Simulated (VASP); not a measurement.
# Cu (C2/c) in VASP: a series of runs

Runs on Cu. Level: BLYP. Tasks: single point.

All numbers are computed with VASP 6.6.1; they aren't measurements. Logs are shortened: lines on timing, memory, paths and dates and some standing lists are left out, and cuts for length are marked.

### Step 1. The cell of the first run

The typed cell holds 2 atoms: a = 2.509 Å, b = 2.509 Å, c = 4.108 Å, α = 90.01°, β = 90.01°, γ = 120.01°.

### Step 2. Single point, BLYP (volume scaled by 0.88)

Contents of INCAR:

```
SYSTEM = Cu
AGGAC = 1.0
AGGAX = 1.0
ALDAC = 0.0
ALDAX = 1.0
ALGO = Normal
EDIFF = 1E-7
ENCUT = 520
GGA = B5
ISIF = 2
ISMEAR = -1
LASPH = .TRUE.
LCHARG = .FALSE.
LREAL = .FALSE.
LWAVE = .FALSE.
NBANDS = 18
NELM = 80
PREC = Accurate
SIGMA = 0.1
```

Contents of KPOINTS:

```
k-points
0
G
  15 15 8
  0 0 0
```

Contents of POSCAR:

```
Cu
1.0
   -1.3876771745      1.6855973392      1.2366396963
    1.6855973392     -1.3876771745      1.2366396963
    2.8635823272      2.8635823272     -0.6909983689
Cu
2
Direct
    0.0416600345      0.9583399655      0.0000000000
    0.7083399655      0.2916600345      0.5000000000
```

Potentials or basis: VASP PAW PBE potentials, release 64 (Cu).

Run with:

```bash
> cat potpaw_PBE.64/Cu/POTCAR > POTCAR
> mpirun -np 1 vasp_std > vasp.out
```

OUTCAR:

```text
SYSTEM = Cu
   EDIFF = 1E-7
   ENCUT = 520
   GGA = B5
   ISIF = 2
   ISMEAR = -1
   LASPH = .TRUE.
   LREAL = .FALSE.
   NELM = 80
   PREC = Accurate

 ion  position               nearest neighbor table
   1  0.042  0.958  0.000-   2 2.51   2 2.51   2 2.51   2 2.51   2 2.51   2 2.51
   2  0.708  0.292  0.500-   1 2.51   1 2.51   1 2.51   1 2.51   1 2.51   1 2.51

  LATTYP: Found a base centered monoclinic cell.
 ALAT       =     2.5089088869
 B/A-ratio  =     1.7323333345
 C/A-ratio  =     1.6374632605
 COS(beta)  =    -0.0002710906

  Lattice vectors:

 A1 = (  -1.3876771745,   1.6855973392,   1.2366396963)
 A2 = (   1.6855973392,  -1.3876771745,   1.2366396963)
 A3 = (   2.8635823272,   2.8635823272,  -0.6909983689)

Analysis of symmetry for initial positions (statically):
=====================================================================
 Subroutine PRICEL returns:
 Original cell was already a primitive cell.

 Routine SETGRP: Setting up the symmetry group for a
 base centered monoclinic supercell.

 Subroutine GETGRP returns: Found  4 space group operations
 (whereof  2 operations were pure point group operations)
 out of a pool of  4 trial point group operations.

The static configuration has the point symmetry C_2 .
 The point group associated with its full space group is C_2h.

Analysis of symmetry for dynamics (positions and initial velocities):
=====================================================================
 Subroutine PRICEL returns:
 Original cell was already a primitive cell.

 Routine SETGRP: Setting up the symmetry group for a
 base centered monoclinic supercell.

 Subroutine GETGRP returns: Found  4 space group operations
 (whereof  2 operations were pure point group operations)
 out of a pool of  4 trial point group operations.

The dynamic configuration has the point symmetry C_2 .
 The point group associated with its full space group is C_2h.

 Subroutine INISYM returns: Found  4 space group operations
 (whereof  2 operations are pure point group operations),
 and found     1 'primitive' translations

----------------------------------------------------------------------------------------

                                     Primitive cell

  volume of cell :      22.3990

  direct lattice vectors                    reciprocal lattice vectors
    -1.387677175  1.685597339  1.236639696    -0.115288296  0.210097541  0.392901189
     1.685597339 -1.387677175  1.236639696     0.210097541 -0.115288296  0.392901189
     2.863582327  2.863582327 -0.690998369     0.169674607  0.169674607 -0.040876487

  length of vectors
     2.509215828  2.509215828  4.108246126     0.460221373  0.460221373  0.243412884

  position of ions in fractional coordinates (direct lattice)
     0.041660034  0.958339966  0.000000000
     0.708339966  0.291660034  0.500000000

  ion indices of the primitive-cell ions
   primitive index   ion index
                 1           1
                 2           2

----------------------------------------------------------------------------------------

 KPOINTS: k-points

Automatic generation of k-mesh.
 Grid dimensions read from file:
 generate k-points for:   15   15    8

 Generating k-lattice:

  Cartesian coordinates                     Fractional coordinates (reciprocal lattice)
    -0.007685886  0.014006503  0.026193413     0.066666667  0.000000000  0.000000000
     0.014006503 -0.007685886  0.026193413     0.000000000  0.066666667  0.000000000
     0.021209326  0.021209326 -0.005109561     0.000000000  0.000000000  0.125000000

  Length of vectors
     0.030681425  0.030681425  0.030426610

  Shift w.r.t. Gamma in fractional coordinates (k-lattice)
     0.000000000  0.000000000  0.000000000

 Subroutine IBZKPT returns following result:
 ===========================================

 Found    488 irreducible k-points:

 Following reciprocal coordinates:
            Coordinates               Weight
  0.000000  0.000000  0.000000      1.000000
  0.066667  0.000000  0.000000      4.000000
  0.133333  0.000000  0.000000      4.000000
  0.200000  0.000000  0.000000      4.000000
  0.266667  0.000000  0.000000      4.000000
  0.333333  0.000000  0.000000      4.000000
[... 16 lines left out ...]
  0.133333  0.133333  0.000000      2.000000
  0.200000  0.133333  0.000000      4.000000
 [... further k-points ...]
   k-points           NKPTS =    488   k-points in BZ     NKDIM =    488   number of bands    NBANDS=     18
   number of dos      NEDOS =    301   number of ions     NIONS =      2
   total plane-waves  NPLWV =  12800
   dimension x,y,z NGX =    20 NGY =   20 NGZ =   32
   dimension x,y,z NGXF=    40 NGYF=   40 NGZF=   64
   ions per type =               2
   NGX,Y,Z   is equivalent  to a cutoff of  13.25, 13.25, 12.95 a.u.
   NGXF,Y,Z  is equivalent  to a cutoff of  26.50, 26.50, 25.90 a.u.
 SYSTEM =  Cu
   PREC   = accura    normal or accurate (medium, high low for compatibility)
   ISTART =      0    job   : 0-new  1-cont  2-samecut
   ICHARG =      2    charge: 1-file 2-atom 10-const
   ISPIN  =      1    spin polarized calculation?
   LNONCOLLINEAR =      F non collinear calculations
   LSORBIT =      F    spin-orbit coupling
   LASPH  =      T    aspherical Exc in radial PAW
   ENCUT  =  520.0 eV  38.22 Ry    6.18 a.u.   4.67  4.67  7.64*2*pi/ulx,y,z
   NELM   =     80;   NELMIN=  2; NELMDL= -5     # of ELM steps
   EDIFF  = 0.1E-06   stopping-criterion for ELM
   LREAL  =      F    real-space projection
   EDIFFG = 0.1E-05   stopping-criterion for IOM
   NSW    =      0    number of steps for IOM
   IBRION =     -1    ionic relax: 0-MD 1-quasi-New 2-CG
   NFREE  =      0    steps in history (QN), initial steepest desc. (CG)
   ISIF   =      2    stress and relaxation
   ISYM   =      2    0-nonsym 1-usesym 2-fastsym
   POTIM  = 0.5000    time-step for ionic-motion
   TEBEG  =    0.0;   TEEND  =   0.0 temperature during run
   PSTRESS=    0.0 pullay stress
   NELECT =      22.0000    total number of electrons
   NUPDOWN=      -1.0000    fix difference up-down
   EMIN   =  10.00;   EMAX   =-10.00  energy-range for DOS
   EFERMI =   0.00;   METHOD = LEGACY
   ISMEAR =    -1;   SIGMA  =   0.10  broadening in eV -4-tet -1-fermi 0-gaus
   EFERMI_NEDOS =   21; number of points for ismear=-14 and -15
   IALGO  =     38    algorithm
   IMIX   =      4    mixing-type and parameters
     AMIX     =   0.40;   BMIX     =  1.00
     AMIX_MAG =   1.60;   BMIX_MAG =  1.00
  volume/ion in A,a.u.               =      11.20        75.58
  Fermi-wavevector in a.u.,A,eV,Ry     =   1.627321  3.075190 36.030579  2.648173
  Thomas-Fermi vector in A             =   2.720135
   LORBIT       =      0    0 simple, 1 ext, 2 COOP (PROOUT), +10 PAW based schemes
   GGA     = B5    functional components
   LHFCALC =     F    Hartree Fock is set to
   AEXX    =    0.0000 exact exchange contribution
   IVDW    =     0    specifies the selected vdW correction
   LEPSILON=     F    determine dielectric tensor
   LRPA    =     F    only Hartree local field effects (RPA)
 non-spin polarized calculation
  energy-cutoff  :      520.00
  volume of cell :       22.40
 maximum number of plane-waves:       622
   NGX =  9   NGY =  9   NGZ = 15

 number of electron      21.9999985 magnetization

 Free energy of the ion-electron system (eV)
  ---------------------------------------------------
  ext. energy  EPLUGINS =         0.00000000
  ---------------------------------------------------
  free energy    TOTEN  =        -5.78162924 eV

  energy without entropy =       -5.76348161  energy(sigma->0) =       -5.77255543

 E-fermi :   8.8692     XC(G=0): -12.4628

 val. band max:        8.8486884516   @ k =  -0.0667  -0.2000   0.2500
 cond. band min:       8.9411900524   @ k =  -0.4667  -0.4667   0.2500
 fundamental gap:      0.0925016009
 Fermi energy:         8.8691642350

 k-point     1 :       0.0000    0.0000    0.0000
  band No.  band energies     occupation
      1      -0.9103      2.00000
      2       3.3177      2.00000
      3       5.4536      2.00000
      4       5.5212      2.00000
      5       5.5225      2.00000
      6       5.7424      2.00000
[... 10 lines left out ...]
     17      33.0822      0.00000
     18      33.0866      0.00000

 k-point     2 :       0.0667    0.0000    0.0000
  band No.  band energies     occupation
      1      -0.7603      2.00000
      2       3.4057      2.00000
      3       5.3638      2.00000
      4       5.5783      2.00000
      5       5.5986      2.00000
      6       5.7158      2.00000
[... 10 lines left out ...]
     17      33.6531      0.00000
     18      33.9956      0.00000

 k-point     3 :       0.1333    0.0000    0.0000
  band No.  band energies     occupation
      1      -0.3172      2.00000
      2       3.6444      2.00000
      3       5.2153      2.00000
      4       5.6107      2.00000
      5       5.6308      2.00000
      6       5.7422      2.00000
[... 10 lines left out ...]
     17      32.7831      0.00000
     18      34.0891      0.00000

 k-point     4 :       0.2000    0.0000    0.0000
  band No.  band energies     occupation
      1       0.3949      2.00000
      2       3.9427      2.00000
      3       5.0681      2.00000
      4       5.1254      2.00000
      5       5.5150      2.00000
      6       5.8198      2.00000
[... 375 lines left out ...]
      4       5.5793      2.00000
      5       5.5980      2.00000
      6       5.7151      2.00000
[... 10 lines left out ...]
     17      33.6530      0.00000
     18      33.9977      0.00000

 k-point    23 :       0.1333    0.1333    0.0000
  band No.  band energies     occupation
      1       0.8092      2.00000
      2       4.1179      2.00000
      3       4.9222      2.00000
      4       4.9558      2.00000
      5       5.5204      2.00000
      6       5.6281      2.00000
[... 10 lines left out ...]
     17      30.1147      0.00000
     18      30.8016      0.00000

 k-point    24 :       0.2000    0.1333    0.0000
  band No.  band energies     occupation
      1       1.7080      2.00000
      2       4.3110      2.00000
      3       4.6412      2.00000
      4       4.7935      2.00000
      5       5.4940      2.00000
      6       5.5130      2.00000
[... 10 lines left out ...]
     17      28.0889      0.00000
     18      29.0659      0.00000

 [... further k-points ...]
[... 5 lines left out ...]
  --------------------------------------------------------------------------------------
  -------------------------------------------------------------------------------------
  Total        2.9295224      2.9295224      2.8107707      0.1283134     -0.0292962     -0.0292961
  in kB      209.5461684    209.5461684    201.0519621      9.1781476     -2.0955287     -2.0955277
  external PRESSURE =     206.7147663 kB  Pullay stress =       0.0000000 kB

 VOLUME and BASIS-vectors are now :
 -----------------------------------------------------------------------------
  energy-cutoff  :      520.00
  volume of cell :       22.40
      direct lattice vectors                 reciprocal lattice vectors
    -1.387677175  1.685597339  1.236639696    -0.115288296  0.210097541  0.392901189
     1.685597339 -1.387677175  1.236639696     0.210097541 -0.115288296  0.392901189
     2.863582327  2.863582327 -0.690998369     0.169674607  0.169674607 -0.040876487

 POSITION                                       TOTAL-FORCE (eV/Angst)
 -----------------------------------------------------------------------------------
      1.55756     -1.25964      1.23664         0.000139     -0.000139     -0.000000
      0.94047      2.22104      0.89114        -0.000139      0.000139      0.000000
 -----------------------------------------------------------------------------------
    total drift:                                0.000000      0.000000     -0.000000

  FREE ENERGIE OF THE ION-ELECTRON SYSTEM (eV)
  ---------------------------------------------------
  free  energy   TOTEN  =        -5.7816292415 eV

  energy  without entropy=       -5.7634816119  energy(sigma->0) =       -5.77255543
```

Run time: 3.6 min. Hardware: 1 thread of AMD EPYC 7R13, shared host; peak memory 0.24 GiB.

What came out:

```yaml
Free_energy: -5.7816 eV
Pressure: 20.7 GPa
Band_gap_on_the_k_mesh: zero (band 11 reaches 13.02 eV, above the bottom of band 12 at 6.63 eV)
```

Stress tensor (GPa, compression positive):
```
20.95  0.92 -0.21
 0.92 20.95 -0.21
-0.21 -0.21 20.11
```

Caveat: the PAW data sets were made with another functional, which shifts forces and pressure a little.

### Step 3. Single point, BLYP (volume scaled by 0.92)

Contents of INCAR:

```
AGGAC = 1.0
AGGAX = 1.0
ALDAC = 0.0
ALDAX = 1.0
ALGO = Normal
EDIFF = 1E-6
ENCUT = 520
GGA = B5
ISIF = 2
ISMEAR = -1
LASPH = True
LCHARG = False
LREAL = False
LWAVE = False
NBANDS = 18
NELM = 100
PREC = Accurate
SIGMA = 0.1
```

Contents of KPOINTS:

```
k-points
0
Gamma
  15 15 8
```

Contents of POSCAR:

```
Cu
1.0
   -1.4083918280      1.7107592181      1.2550997268
    1.7107592181     -1.4083918280      1.2550997268
    2.9063286641      2.9063286641     -0.7013132981
Cu
2
Direct
    0.0416600345      0.9583399655      0.0000000000
    0.7083399655      0.2916600345      0.5000000000
```

Potentials or basis: VASP PAW PBE potentials, release 64 (Cu).

Run with:

```bash
> cat potpaw_PBE.64/Cu/POTCAR > POTCAR
> mpirun -np 1 vasp_std > vasp.out
```

It took 3.3 min on 1 thread of AMD EPYC 7R13, shared host; peak memory 0.24 GiB.

It converged, with:

```yaml
Free_energy: -5.8854 eV
Pressure: 12.4 GPa
Band_gap_on_the_k_mesh: zero (band 11 reaches 12.34 eV, above the bottom of band 12 at 6.12 eV)
```

Stress tensor (GPa, compression positive):
```
12.66  0.85 -0.19
 0.85 12.66 -0.19
-0.19 -0.19 11.87
```

Levels at points of the mesh, in eV from the Fermi level:
```csv
k point,band 8,band 9,band 10,band 11,band 12,band 13,band 14,band 15
"(0.00, 0.00, 0.00)",-2.69,-2.69,-1.94,-1.94,-0.97,3.60,21.69,21.70
"(0.00, 0.00, 0.50)",-3.24,-2.17,-2.17,-2.17,-2.17,12.42,12.42,22.40
```

Caveat: the PAW data sets were made with another functional, which shifts forces and pressure a little.

### Step 4. Single point, BLYP (volume scaled by 0.96)

Contents of INCAR:

```
PREC = Accurate ; ENCUT = 520
EDIFF = 1E-6 ; ISMEAR = -1
SIGMA = 0.1 ; LREAL = F
LASPH = T ; NELM = 100
ALGO = Normal ; ISIF = 2
LWAVE = F ; LCHARG = T
GGA = B5 ; ALDAX = 1.0
AGGAX = 1.0 ; AGGAC = 1.0
ALDAC = 0.0 ; LELF = T
LVHAR = T ; NBANDS = 18
```

Contents of KPOINTS:

```
Automatic mesh
0
Gamma
  15 15 8
```

Contents of POSCAR:

```
Cu
1.0
   -1.4285144300      1.7352019378      1.2730321456
    1.7352019378     -1.4285144300      1.2730321456
    2.9478532552      2.9478532552     -0.7113334133
Cu
2
Direct
    0.0416600345      0.9583399655      0.0000000000
    0.7083399655      0.2916600345      0.5000000000
```

Run with:

```bash
> cat potpaw_PBE.64/Cu/POTCAR > POTCAR
> mpirun -np 1 vasp_std > vasp.out
```

Run time: 2.8 min. Hardware: 1 thread of AMD EPYC 7R13, shared host; peak memory 0.25 GiB.

It converged, with:

| Item | Value |
| --- | --- |
| Free energy | -5.9416 eV |
| Pressure | 5.8 GPa |
| Band gap on the k mesh | zero (band 11 reaches 11.71 eV, above the bottom of band 12 at 5.65 eV) |

Stress tensor (GPa, compression positive):
```
 6.02  0.78 -0.18
 0.78  6.02 -0.18
-0.18 -0.18  5.30
```

Levels at points of the mesh, in eV from the Fermi level:
| k point | band 9 | band 10 | band 11 | band 12 | band 13 | band 14 |
| --- | --- | --- | --- | --- | --- | --- |
| (0.00, 0.00, 0.00) | -2.59 | -1.88 | -1.88 | -0.84 | 3.40 | 21.05 |
| (0.00, 0.00, 0.50) | -2.10 | -2.10 | -2.10 | -2.10 | 12.07 | 12.07 |

Caveat: the PAW data sets were made with another functional, which shifts forces and pressure a little.

### Step 5. The runs side by side

| cell | gap on the mesh (eV) | pressure (GPa) |
| --- | --- | --- |
| a = 2.509, b = 2.509, c = 4.108 Å, angles 90.0, 90.0, 120.0°, 2 atoms | none | 20.7 |
| a = 2.547, b = 2.547, c = 4.170 Å, angles 90.0, 90.0, 120.0°, 2 atoms | none | 12.4 |
| a = 2.583, b = 2.583, c = 4.229 Å, angles 90.0, 90.0, 120.0°, 2 atoms | none | 5.8 |

Alike in all rows: task single point; level BLYP; potentials or basis VASP PAW PBE potentials, release 64 (Cu); no spin polarisation; k mesh 15 × 15 × 8; cutoff (eV) 520; smearing fermi-dirac 0.1 eV.

Caveats: the PAW data sets were made with another functional, which shifts forces and pressure a little.

Absolute energies hang on the potentials; compare differences alone.
